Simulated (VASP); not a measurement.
# Mn (Fm-3m) in VASP: notebook

Mn is run at these levels: PBE; tasks: single point, relaxation of cell and atoms.

All numbers are computed with VASP 6.6.1; they aren't measurements. Logs are shortened: lines on timing, memory, paths and dates and some standing lists are left out, and cuts for length are marked.

### 1 The cell of the first run

The structure is cubic, space group Fm-3m (No. 225). The conventional cell has a = 3.503 Å, b = 3.503 Å, c = 3.503 Å, α = 90.00°, β = 90.00°, γ = 90.00°. Mn (site symmetry m-3m) has 12 Mn at 2.48 Å within 3.3 Å.

### 2 Single point, PBE

INCAR reads:

```
SYSTEM = Mn
PREC = Accurate
ENCUT = 520
EDIFF = 1E-6
ISMEAR = 0
SIGMA = 0.1
LREAL = .False.
LASPH = .True.
NELM = 100
ALGO = Normal
ISIF = 2
LWAVE = .False.
LCHARG = .False.
GGA = PE
NBANDS = 12
```

KPOINTS reads:

```
regular mesh
0
Gamma
  20 20 20
  0 0 0
```

POSCAR reads:

```
Mn
1.0
    0.0000000000      1.7512818446      1.7512818446
    1.7512818446      0.0000000000      1.7512818446
    1.7512818446      1.7512818446      0.0000000000
Mn
1
Direct
    0.0000000000      0.0000000000      0.0000000000
```

Potentials or basis: VASP PAW PBE potentials, release 64 (Mn_pv).

The run is started by

```sh
> cat potpaw_PBE.64/Mn_pv/POTCAR > POTCAR
> mpirun -np 1 vasp_std > vasp.out
```

OUTCAR:

```text
SYSTEM = Mn
   PREC = Accurate
   ENCUT = 520
   EDIFF = 1E-6
   ISMEAR = 0
   LREAL = .False.
   LASPH = .True.
   NELM = 100
   ISIF = 2
   GGA = PE

 ion  position               nearest neighbor table
   1  0.000  0.000  0.000-

  LATTYP: Found a face centered cubic cell.
 ALAT       =     3.5025636892

  Lattice vectors:

 A1 = (   0.0000000000,   1.7512818446,   1.7512818446)
 A2 = (   1.7512818446,   0.0000000000,   1.7512818446)
 A3 = (   1.7512818446,   1.7512818446,   0.0000000000)

Analysis of symmetry for initial positions (statically):
=====================================================================
 Subroutine PRICEL returns:
 Original cell was already a primitive cell.

 Routine SETGRP: Setting up the symmetry group for a
 face centered cubic supercell.

 Subroutine GETGRP returns: Found 48 space group operations
 (whereof 48 operations were pure point group operations)
 out of a pool of 48 trial point group operations.

The static configuration has the point symmetry O_h .

Analysis of symmetry for dynamics (positions and initial velocities):
=====================================================================
 Subroutine PRICEL returns:
 Original cell was already a primitive cell.

 Routine SETGRP: Setting up the symmetry group for a
 face centered cubic supercell.

 Subroutine GETGRP returns: Found 48 space group operations
 (whereof 48 operations were pure point group operations)
 out of a pool of 48 trial point group operations.

The dynamic configuration has the point symmetry O_h .

 Subroutine INISYM returns: Found 48 space group operations
 (whereof 48 operations are pure point group operations),
 and found     1 'primitive' translations

----------------------------------------------------------------------------------------

                                     Primitive cell

  volume of cell :      10.7423

  direct lattice vectors                    reciprocal lattice vectors
     0.000000000  1.751281845  1.751281845    -0.285505158  0.285505158  0.285505158
     1.751281845  0.000000000  1.751281845     0.285505158 -0.285505158  0.285505158
     1.751281845  1.751281845  0.000000000     0.285505158  0.285505158 -0.285505158

  length of vectors
     2.476686536  2.476686536  2.476686536     0.494509440  0.494509440  0.494509440

  position of ions in fractional coordinates (direct lattice)
     0.000000000  0.000000000  0.000000000

  ion indices of the primitive-cell ions
   primitive index   ion index
                 1           1

----------------------------------------------------------------------------------------

 KPOINTS: regular mesh

Automatic generation of k-mesh.
 Grid dimensions read from file:
 generate k-points for:   20   20   20

 Generating k-lattice:

  Cartesian coordinates                     Fractional coordinates (reciprocal lattice)
    -0.014275258  0.014275258  0.014275258     0.050000000  0.000000000  0.000000000
     0.014275258 -0.014275258  0.014275258     0.000000000  0.050000000  0.000000000
     0.014275258  0.014275258 -0.014275258     0.000000000  0.000000000  0.050000000

  Length of vectors
     0.024725472  0.024725472  0.024725472

  Shift w.r.t. Gamma in fractional coordinates (k-lattice)
     0.000000000  0.000000000  0.000000000

 Subroutine IBZKPT returns following result:
 ===========================================

 Found    256 irreducible k-points:

 Following reciprocal coordinates:
            Coordinates               Weight
  0.000000  0.000000  0.000000      1.000000
  0.050000  0.000000  0.000000      8.000000
  0.100000  0.000000  0.000000      8.000000
  0.150000  0.000000  0.000000      8.000000
  0.200000  0.000000  0.000000      8.000000
  0.250000  0.000000  0.000000      8.000000
[... 16 lines left out ...]
 -0.400000  0.050000  0.000000     24.000000
 -0.350000  0.050000  0.000000     24.000000
 [... further k-points ...]
   k-points           NKPTS =    256   k-points in BZ     NKDIM =    256   number of bands    NBANDS=     12
   number of dos      NEDOS =    301   number of ions     NIONS =      1
   total plane-waves  NPLWV =   5832
   dimension x,y,z NGX =    18 NGY =   18 NGZ =   18
   dimension x,y,z NGXF=    36 NGYF=   36 NGZF=   36
   ions per type =               1
   NGX,Y,Z   is equivalent  to a cutoff of  12.08, 12.08, 12.08 a.u.
   NGXF,Y,Z  is equivalent  to a cutoff of  24.16, 24.16, 24.16 a.u.
 SYSTEM =  Mn
   PREC   = accura    normal or accurate (medium, high low for compatibility)
   ISTART =      0    job   : 0-new  1-cont  2-samecut
   ICHARG =      2    charge: 1-file 2-atom 10-const
   ISPIN  =      1    spin polarized calculation?
   LNONCOLLINEAR =      F non collinear calculations
   LSORBIT =      F    spin-orbit coupling
   LASPH  =      T    aspherical Exc in radial PAW
   ENCUT  =  520.0 eV  38.22 Ry    6.18 a.u.   4.60  4.60  4.60*2*pi/ulx,y,z
   NELM   =    100;   NELMIN=  2; NELMDL= -5     # of ELM steps
   EDIFF  = 0.1E-05   stopping-criterion for ELM
   LREAL  =      F    real-space projection
   EDIFFG = 0.1E-04   stopping-criterion for IOM
   NSW    =      0    number of steps for IOM
   IBRION =     -1    ionic relax: 0-MD 1-quasi-New 2-CG
   NFREE  =      0    steps in history (QN), initial steepest desc. (CG)
   ISIF   =      2    stress and relaxation
   ISYM   =      2    0-nonsym 1-usesym 2-fastsym
   POTIM  = 0.5000    time-step for ionic-motion
   TEBEG  =    0.0;   TEEND  =   0.0 temperature during run
   PSTRESS=    0.0 pullay stress
   NELECT =      13.0000    total number of electrons
   NUPDOWN=      -1.0000    fix difference up-down
   EMIN   =  10.00;   EMAX   =-10.00  energy-range for DOS
[... 5 lines left out ...]
     AMIX     =   0.40;   BMIX     =  1.00
     AMIX_MAG =   1.60;   BMIX_MAG =  1.00
  volume/ion in A,a.u.               =      10.74        72.49
  Fermi-wavevector in a.u.,A,eV,Ry     =   1.744576  3.296771 41.409951  3.043546
  Thomas-Fermi vector in A             =   2.816429
   LORBIT       =      0    0 simple, 1 ext, 2 COOP (PROOUT), +10 PAW based schemes
   GGA     = PE    functional components
   LHFCALC =     F    Hartree Fock is set to
   AEXX    =    0.0000 exact exchange contribution
   IVDW    =     0    specifies the selected vdW correction
   LEPSILON=     F    determine dielectric tensor
   LRPA    =     F    only Hartree local field effects (RPA)
 non-spin polarized calculation
 Gauss-broadening in eV      SIGMA  =   0.10
  energy-cutoff  :      520.00
  volume of cell :       10.74
 maximum number of plane-waves:       303
   NGX =  9   NGY =  9   NGZ =  9

 number of electron      12.9999999 magnetization

 Free energy of the ion-electron system (eV)
  ---------------------------------------------------
  ext. energy  EPLUGINS =         0.00000000
  ---------------------------------------------------
  free energy    TOTEN  =        -8.91960099 eV

  energy without entropy =       -8.91198449  energy(sigma->0) =       -8.91579274

 E-fermi :  10.5112     XC(G=0): -14.0242

 val. band max:       10.5088489041   @ k =  -0.3000   0.3000   0.0500
 cond. band min:      10.5138962214   @ k =   0.2000   0.1500   0.0500
 fundamental gap:      0.0050473173
 Fermi energy:        10.5111724581

 k-point     1 :       0.0000    0.0000    0.0000
  band No.  band energies     occupation
      1     -37.1518      2.00000
      2     -37.1518      2.00000
      3     -37.1518      2.00000
      4       2.1950      2.00000
      5       9.3560      2.00000
      6       9.3560      2.00000
      7       9.3560      2.00000
      8      11.0437      0.00000
      9      11.0437      0.00000
     10      31.9026      0.00000
     11      37.7179      0.00000
     12      37.7179      0.00000

 k-point     2 :       0.0500    0.0000    0.0000
  band No.  band energies     occupation
      1     -37.1710      2.00000
      2     -37.1543      2.00000
      3     -37.1543      2.00000
      4       2.3013      2.00000
      5       9.3103      2.00000
      6       9.3897      2.00000
      7       9.3897      2.00000
      8      11.0257      0.00000
      9      11.0257      0.00000
     10      31.9076      0.00000
     11      36.6492      0.00000
     12      37.7265      0.00000

 k-point     3 :       0.1000    0.0000    0.0000
  band No.  band energies     occupation
      1     -37.2265      2.00000
      2     -37.1614      2.00000
      3     -37.1614      2.00000
      4       2.6139      2.00000
      5       9.1845      2.00000
      6       9.4798      2.00000
      7       9.4798      2.00000
      8      10.9837      0.00000
      9      10.9837      0.00000
     10      31.7689      0.00000
     11      34.8046      0.00000
     12      37.7472      0.00000
[... 286 lines left out ...]
 k-point    23 :      -0.4000    0.0500    0.0000
  band No.  band energies     occupation
      1     -37.8559      2.00000
      2     -37.2628      2.00000
      3     -37.2427      2.00000
      4       5.9740      2.00000
      5       9.2400      2.00000
      6       9.3495      2.00000
      7      10.0495      2.00000
      8      11.9388      0.00000
      9      12.4268      0.00000
     10      20.7975      0.00000
     11      30.8564      0.00000
     12      35.5946      0.00000

 k-point    24 :      -0.3500    0.0500    0.0000
  band No.  band energies     occupation
      1     -37.7845      2.00000
      2     -37.2552      2.00000
      3     -37.2303      2.00000
      4       5.8010      2.00000
      5       9.3250      2.00000
      6       9.4230      2.00000
      7       9.4407      2.00000
      8      11.6586      0.00000
      9      12.1348      0.00000
     10      22.3780      0.00000
     11      31.1984      0.00000
     12      35.7380      0.00000

 [... further k-points ...]

------------------------ aborting loop because EDIFF is reached ----------------------------------------

  FORCE on cell =-STRESS in cart. coord.  units (eV):
  Direction    XX          YY          ZZ          XY          YZ          ZX
  --------------------------------------------------------------------------------------
  -------------------------------------------------------------------------------------
  Total       -0.0081872     -0.0081872     -0.0081872      0.0000000      0.0000000      0.0000000
  in kB       -1.2210850     -1.2210850     -1.2210850      0.0000000      0.0000000      0.0000000
  external PRESSURE =      -1.2210850 kB  Pullay stress =       0.0000000 kB

 VOLUME and BASIS-vectors are now :
 -----------------------------------------------------------------------------
  energy-cutoff  :      520.00
  volume of cell :       10.74
      direct lattice vectors                 reciprocal lattice vectors
     0.000000000  1.751281845  1.751281845    -0.285505158  0.285505158  0.285505158
     1.751281845  0.000000000  1.751281845     0.285505158 -0.285505158  0.285505158
     1.751281845  1.751281845  0.000000000     0.285505158  0.285505158 -0.285505158

 POSITION                                       TOTAL-FORCE (eV/Angst)
 -----------------------------------------------------------------------------------
      0.00000      0.00000      0.00000         0.000000      0.000000      0.000000
 -----------------------------------------------------------------------------------
    total drift:                               -0.000000      0.000000     -0.000000

  FREE ENERGIE OF THE ION-ELECTRON SYSTEM (eV)
  ---------------------------------------------------
  free  energy   TOTEN  =        -8.9196009925 eV

  energy  without entropy=       -8.9119844855  energy(sigma->0) =       -8.91579274
```

Wall time 14 s (1 thread of Intel Xeon Platinum 8488C (Sapphire Rapids), shared host); peak memory 0.14 GiB.

Results:

```
Free energy : -8.9196 eV
Pressure    : -0.1 GPa
```

Levels at points of the mesh, in eV from the Fermi level:
| k point | band 3 | band 4 | band 5 | band 6 | band 7 | band 8 | band 9 | band 10 | band 11 | band 12 |
| --- | --- | --- | --- | --- | --- | --- | --- | --- | --- | --- |
| (0.00, 0.00, 0.00) | -47.66 | -8.32 | -1.16 | -1.16 | -1.16 | 0.53 | 0.53 | 21.39 | 27.21 | 27.21 |
| (0.50, 0.00, 0.00) | -47.76 | -4.55 | -1.27 | -1.27 | 0.48 | 1.70 | 1.70 | 9.04 | 20.21 | 26.19 |
| (0.50, 0.50, 0.00) | -47.93 | -4.74 | -3.93 | 1.66 | 2.01 | 2.01 | 3.52 | 12.27 | 15.90 | 15.90 |

Caveat: the run has no spin polarisation, though such a crystal can be magnetic.

### 3 Single point, PBE, collinear spin, ferromagnetic start

INCAR reads:

```
SYSTEM = Mn
PREC = Accurate
ENCUT = 500
EDIFF = 1E-6
ISMEAR = 0
SIGMA = 0.1
LREAL = .FALSE.
LASPH = .TRUE.
NELM = 200
ALGO = Normal
ISIF = 2
LWAVE = .FALSE.
LCHARG = .FALSE.
ISPIN = 2
MAGMOM = 1.93
LORBIT = 11
LMAXMIX = 4
GGA = PE
NBANDS = 16
GGA_COMPAT = .FALSE.
```

KPOINTS reads:

```
Automatic mesh
0
G
  8 8 8
  0 0 0
```

POSCAR reads:

```
Mn
1.0
    0.0000000000      1.7503523121      1.7503523121
    1.7503523121      0.0000000000      1.7503523121
    1.7503523121      1.7503523121      0.0000000000
Mn
1
Direct
    0.0000000000      0.0000000000      0.0000000000
```

Potentials or basis: VASP PAW PBE potentials, release 64 (Mn_pv).

The run is started by

```sh
> cat potpaw_PBE.64/Mn_pv/POTCAR > POTCAR
> mpirun -np 1 vasp_std > vasp.out
```

It took 8.7 s on 1 thread of Intel Xeon 6975P-C (Granite Rapids), shared host; peak memory 0.12 GiB.

It converged, with:

```
Free energy                                           : -8.9181 eV
Pressure                                              : -0.1 GPa
Net moment                                            : 0.01 μB per cell
Valence electrons inside the program's atomic spheres : Mn 11.99
```

Levels at points of the mesh, in eV from the Fermi level:
Spin up:
```
           k point  band 4  band 5  band 6  band 7  band 8  band 9  band 10  band 11
(0.00, 0.00, 0.00)   -8.38   -1.21   -1.21   -1.21    0.48    0.48    21.33    27.17
(0.50, 0.00, 0.00)   -4.61   -1.33   -1.33    0.43    1.66    1.66     9.00    20.16
(0.50, 0.50, 0.00)   -4.80   -3.99    1.62    1.97    1.97    3.47    12.24    15.86
```
Spin down:
```tsv
k point	band 4	band 5	band 6	band 7	band 8	band 9	band 10	band 11
(0.00, 0.00, 0.00)	-8.38	-1.20	-1.20	-1.20	0.50	0.50	21.33	27.17
(0.50, 0.00, 0.00)	-4.61	-1.32	-1.32	0.43	1.67	1.67	9.00	20.16
(0.50, 0.50, 0.00)	-4.79	-3.98	1.63	1.97	1.97	3.47	12.24	15.86
```

Caveat: the k points lie up to 0.39 Å⁻¹ apart; the starting moments collapsed, and a magnetic state may lie lower.

[end of part 1 of 2]
